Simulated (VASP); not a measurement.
# BePd in VASP: notebook, part 3 of 3

VASP 6.6.1.

### 5 Single point, LDA

This run uses another cell than the first one, of 10.66 Å³/atom.

INCAR

```
SYSTEM = BePd
PREC = Accurate ; ENCUT = 520
EDIFF = 1E-6 ; ISMEAR = -1
SIGMA = 0.05 ; LREAL = .FALSE.
LASPH = .TRUE. ; NELM = 80
ALGO = Normal ; ISIF = 2
LWAVE = .FALSE. ; LCHARG = .FALSE.
ISYM = 0 ; NBANDS = 13
```

KPOINTS

```
regular mesh
0
G
  12 12 12
  0 0 0
```

POSCAR

```
BePd
1.0
    2.7730767385     -0.0000042141     -0.0000014377
   -0.0000042141      2.7726672296     -0.0000280580
   -0.0000014377     -0.0000280580      2.7730300091
Be Pd
1 1
Direct
    0.0004918500     -0.0001650084      0.0003933061
    0.5004923534      0.4998450394      0.5003967405
```

Potentials or basis: VASP PAW LDA potentials, release 64 (Be, Pd).

Command:

```sh
> cat potpaw_LDA.64/Be/POTCAR potpaw_LDA.64/Pd/POTCAR > POTCAR
> mpirun -np 1 vasp_std > vasp.out
```

OUTCAR:

```text
SYSTEM = BePd
   PREC = Accurate
   ENCUT = 520
   EDIFF = 1E-6
   ISMEAR = -1
   LREAL = .FALSE.
   LASPH = .TRUE.
   NELM = 80
   ISIF = 2
   ISYM = 0

 ion  position               nearest neighbor table
   1  0.000  1.000  0.000-   2 2.40   2 2.40   2 2.40   2 2.40   2 2.40   2 2.40   2 2.40   2 2.40

   2  0.500  0.500  0.500-   1 2.40   1 2.40   1 2.40   1 2.40   1 2.40   1 2.40   1 2.40   1 2.40

IMPORTANT INFORMATION: All symmetrisations will be switched off!
NOSYMM: (Re-)initialisation of all symmetry stuff for point group C_1.

----------------------------------------------------------------------------------------

                                     Primitive cell

  volume of cell :      21.3213

  direct lattice vectors                    reciprocal lattice vectors
     2.773076738 -0.000004214 -0.000001438     0.360610288  0.000000548  0.000000187
    -0.000004214  2.772667230 -0.000028058     0.000000548  0.360663548  0.000003649
    -0.000001438 -0.000028058  2.773030009     0.000000187  0.000003649  0.360616364

  length of vectors
     2.773076739  2.772667230  2.773030009     0.360610288  0.360663548  0.360616364

  position of ions in fractional coordinates (direct lattice)
     0.000491850  0.999834992  0.000393306
     0.500492353  0.499845039  0.500396741

  ion indices of the primitive-cell ions
   primitive index   ion index
                 1           1
                 2           2

----------------------------------------------------------------------------------------

 KPOINTS: regular mesh

Automatic generation of k-mesh.
 Grid dimensions read from file:
 generate k-points for:   12   12   12

 Generating k-lattice:

  Cartesian coordinates                     Fractional coordinates (reciprocal lattice)
     0.030050857  0.000000046  0.000000016     0.083333333  0.000000000 -0.000000000
     0.000000046  0.030055296  0.000000304    -0.000000000  0.083333333 -0.000000000
     0.000000016  0.000000304  0.030051364    -0.000000000 -0.000000000  0.083333333

  Length of vectors
     0.030050857  0.030055296  0.030051364

  Shift w.r.t. Gamma in fractional coordinates (k-lattice)
     0.000000000  0.000000000  0.000000000

 Subroutine IBZKPT returns following result:
 ===========================================

 Found    868 irreducible k-points:

 Following reciprocal coordinates:
            Coordinates               Weight
  0.000000  0.000000  0.000000      1.000000
  0.083333  0.000000 -0.000000      2.000000
  0.166667  0.000000 -0.000000      2.000000
  0.250000  0.000000 -0.000000      2.000000
  0.333333  0.000000 -0.000000      2.000000
  0.416667  0.000000 -0.000000      2.000000
[... 16 lines left out ...]
  0.166667  0.166667 -0.000000      2.000000
  0.166667 -0.166667  0.000000      2.000000
 [... further k-points ...]
   k-points           NKPTS =    868   k-points in BZ     NKDIM =    868   number of bands    NBANDS=     13
   number of dos      NEDOS =    301   number of ions     NIONS =      2
   total plane-waves  NPLWV =  13824
   dimension x,y,z NGX =    24 NGY =   24 NGZ =   24
   dimension x,y,z NGXF=    48 NGYF=   48 NGZF=   48
   ions per type =               1   1
   NGX,Y,Z   is equivalent  to a cutoff of  14.39, 14.39, 14.39 a.u.
   NGXF,Y,Z  is equivalent  to a cutoff of  28.78, 28.78, 28.78 a.u.
 SYSTEM =  BePd
   PREC   = accura    normal or accurate (medium, high low for compatibility)
   ISTART =      0    job   : 0-new  1-cont  2-samecut
   ICHARG =      2    charge: 1-file 2-atom 10-const
   ISPIN  =      1    spin polarized calculation?
   LNONCOLLINEAR =      F non collinear calculations
   LSORBIT =      F    spin-orbit coupling
   LASPH  =      T    aspherical Exc in radial PAW
   ENCUT  =  520.0 eV  38.22 Ry    6.18 a.u.   5.16  5.16  5.16*2*pi/ulx,y,z
   NELM   =     80;   NELMIN=  2; NELMDL= -5     # of ELM steps
   EDIFF  = 0.1E-05   stopping-criterion for ELM
   LREAL  =      F    real-space projection
   EDIFFG = 0.1E-04   stopping-criterion for IOM
   NSW    =      0    number of steps for IOM
   IBRION =     -1    ionic relax: 0-MD 1-quasi-New 2-CG
   NFREE  =      0    steps in history (QN), initial steepest desc. (CG)
   ISIF   =      2    stress and relaxation
   ISYM   =      0    0-nonsym 1-usesym 2-fastsym
   POTIM  = 0.5000    time-step for ionic-motion
   TEBEG  =    0.0;   TEEND  =   0.0 temperature during run
   PSTRESS=    0.0 pullay stress
   NELECT =      12.0000    total number of electrons
   NUPDOWN=      -1.0000    fix difference up-down
   EMIN   =  10.00;   EMAX   =-10.00  energy-range for DOS
   EFERMI =   0.00;   METHOD = LEGACY
   ISMEAR =    -1;   SIGMA  =   0.05  broadening in eV -4-tet -1-fermi 0-gaus
   EFERMI_NEDOS =   21; number of points for ismear=-14 and -15
   IALGO  =     38    algorithm
   IMIX   =      4    mixing-type and parameters
     AMIX     =   0.40;   BMIX     =  1.00
     AMIX_MAG =   1.60;   BMIX_MAG =  1.00
  volume/ion in A,a.u.               =      10.66        71.94
  Fermi-wavevector in a.u.,A,eV,Ry     =   1.351649  2.554246 24.857223  1.826954
  Thomas-Fermi vector in A             =   2.479053
   LORBIT       =      0    0 simple, 1 ext, 2 COOP (PROOUT), +10 PAW based schemes
   GGA     = CA    functional components
   LHFCALC =     F    Hartree Fock is set to
   AEXX    =    0.0000 exact exchange contribution
   IVDW    =     0    specifies the selected vdW correction
   LEPSILON=     F    determine dielectric tensor
   LRPA    =     F    only Hartree local field effects (RPA)
 non-spin polarized calculation
  energy-cutoff  :      520.00
  volume of cell :       21.32
 maximum number of plane-waves:       592
 NGX is ok and might be reduce to    24
   NGX = 11   NGY = 11   NGZ = 11

 number of electron      12.0000003 magnetization

 Free energy of the ion-electron system (eV)
  ---------------------------------------------------
  ext. energy  EPLUGINS =         0.00000000
  ---------------------------------------------------
  free energy    TOTEN  =       -11.95320160 eV

  energy without entropy =      -11.94510081  energy(sigma->0) =      -11.94915121

 E-fermi :  10.3632     XC(G=0): -12.8066

 val. band max:       10.3630653619   @ k =   0.0833   0.5000  -0.1667
 cond. band min:      10.3639588263   @ k =   0.5000   0.0833   0.0833
 fundamental gap:      0.0008934643
 Fermi energy:        10.3631846310

 k-point     1 :       0.0000    0.0000    0.0000
  band No.  band energies     occupation
      1       0.3873      2.00000
      2       4.4152      2.00000
      3       4.4157      2.00000
      4       7.9332      2.00000
      5       7.9338      2.00000
      6       7.9339      2.00000
      7      15.7016      0.00000
      8      15.7021      0.00000
      9      15.7061      0.00000
     10      25.0817      0.00000
     11      25.0830      0.00000
     12      27.8708      0.00000
     13      34.1187      0.00000

 k-point     2 :       0.0833    0.0000   -0.0000
  band No.  band energies     occupation
      1       0.5245      2.00000
      2       4.4475      2.00000
      3       4.4912      2.00000
      4       7.7887      2.00000
      5       7.7894      2.00000
      6       7.9440      2.00000
      7      15.2070      0.00000
      8      15.9707      0.00000
      9      15.9745      0.00000
     10      24.8214      0.00000
     11      25.5623      0.00000
     12      27.9390      0.00000
     13      33.8185      0.00000

 k-point     3 :       0.1667    0.0000   -0.0000
  band No.  band energies     occupation
      1       0.9159      2.00000
      2       4.5369      2.00000
      3       4.7039      2.00000
      4       7.4273      2.00000
      5       7.4281      2.00000
      6       7.9718      2.00000
      7      14.0468      0.00000
      8      16.7047      0.00000
      9      16.7082      0.00000
     10      24.1524      0.00000
     11      26.2850      0.00000
     12      28.4344      0.00000
     13      32.0111      0.00000
[... 305 lines left out ...]
 k-point    23 :       0.1667    0.1667   -0.0000
  band No.  band energies     occupation
      1       1.4393      2.00000
      2       4.7229      2.00000
      3       4.9379      2.00000
      4       6.9174      2.00000
      5       7.3716      2.00000
      6       7.6454      2.00000
      7      14.0966      0.00000
      8      15.7707      0.00000
      9      17.5171      0.00000
     10      24.4338      0.00000
     11      27.4437      0.00000
     12      27.5022      0.00000
     13      30.3960      0.00000

 k-point    24 :       0.1667   -0.1667    0.0000
  band No.  band energies     occupation
      1       1.4393      2.00000
      2       4.7229      2.00000
      3       4.9379      2.00000
      4       6.9174      2.00000
      5       7.3716      2.00000
      6       7.6454      2.00000
      7      14.0966      0.00000
      8      15.7708      0.00000
      9      17.5171      0.00000
     10      24.4338      0.00000
     11      27.4437      0.00000
     12      27.5021      0.00000
     13      30.3960      0.00000

 [... further k-points ...]
[... 5 lines left out ...]
  --------------------------------------------------------------------------------------
  -------------------------------------------------------------------------------------
  Total        0.0921966      0.0919976      0.0921719      0.0000272      0.0001802      0.0000082
  in kB        6.9280534      6.9130988      6.9261973      0.0020471      0.0135382      0.0006167
  external PRESSURE =       6.9224499 kB  Pullay stress =       0.0000000 kB

 VOLUME and BASIS-vectors are now :
 -----------------------------------------------------------------------------
  energy-cutoff  :      520.00
  volume of cell :       21.32
      direct lattice vectors                 reciprocal lattice vectors
     2.773076738 -0.000004214 -0.000001438     0.360610288  0.000000548  0.000000187
    -0.000004214  2.772667230 -0.000028058     0.000000548  0.360663548  0.000003649
    -0.000001438 -0.000028058  2.773030009     0.000000187  0.000003649  0.360616364

 POSITION                                       TOTAL-FORCE (eV/Angst)
 -----------------------------------------------------------------------------------
      0.00136      2.77221      0.00106         0.000022      0.000124      0.000057
      1.38790      1.38589      1.38760        -0.000022     -0.000124     -0.000057
 -----------------------------------------------------------------------------------
    total drift:                               -0.000031      0.000009     -0.000025

  FREE ENERGIE OF THE ION-ELECTRON SYSTEM (eV)
  ---------------------------------------------------
  free  energy   TOTEN  =       -11.9532015984 eV

  energy  without entropy=      -11.9451008131  energy(sigma->0) =      -11.94915121
```

OSZICAR:

```text
N       E                     dE             d eps       ncg     rms          rms(c)
DAV:   1     0.467669779145E+02    0.46767E+02   -0.64344E+03 22778   0.892E+02
DAV:   2    -0.119532566688E+02   -0.58720E+02   -0.55030E+02 26783   0.184E+02
DAV:   3    -0.129852955158E+02   -0.10320E+01   -0.10300E+01 27538   0.250E+01
DAV:   4    -0.129898506399E+02   -0.45551E-02   -0.45548E-02 26956   0.182E+00
DAV:   5    -0.129899098218E+02   -0.59182E-04   -0.59180E-04 28071   0.214E-01    0.111E+01
DAV:   6    -0.120819306049E+02    0.90798E+00   -0.75595E+00 26088   0.206E+01    0.344E+00
DAV:   7    -0.119750034444E+02    0.10693E+00   -0.54302E-01 25308   0.612E+00    0.198E+00
DAV:   8    -0.119547921480E+02    0.20211E-01   -0.79910E-03 26948   0.572E-01    0.523E-01
DAV:   9    -0.119531892879E+02    0.16029E-02   -0.56519E-04 27318   0.144E-01    0.301E-02
DAV:  10    -0.119532041449E+02   -0.14857E-04   -0.10952E-05 27388   0.244E-02    0.222E-02
DAV:  11    -0.119532016034E+02    0.25414E-05   -0.29344E-06 19227   0.112E-02    0.175E-03
DAV:  12    -0.119532015984E+02    0.50569E-08   -0.53090E-08 13964   0.212E-03
   1 F= -.11953202E+02 E0= -.11949151E+02  d E =-.810079E-02
```

stdout:

```text
POSCAR found type information on POSCAR BePd
 POSCAR found :  2 types and       2 ions
 scaLAPACK will be used
 LDA part: xc-table for (Slater(with rela. corr.)+CA(PZ))
 , standard interpolation
 POSCAR, INCAR and KPOINTS ok, starting setup
 FFT: planning ... GRIDC
 FFT: planning ... GRID_SOFT
 FFT: planning ... GRID
 WAVECAR not read
 entering main loop
```

Run time: 2.6 min. Hardware: 1 thread of Intel Xeon 8259CL, shared host; peak memory 0.35 GiB.

Results:

```yaml
Free_energy: -11.9532 eV
Pressure: 0.7 GPa
Band_gap_on_the_k_mesh: zero (bands 6 and 7 overlap by 6.28 eV)
```
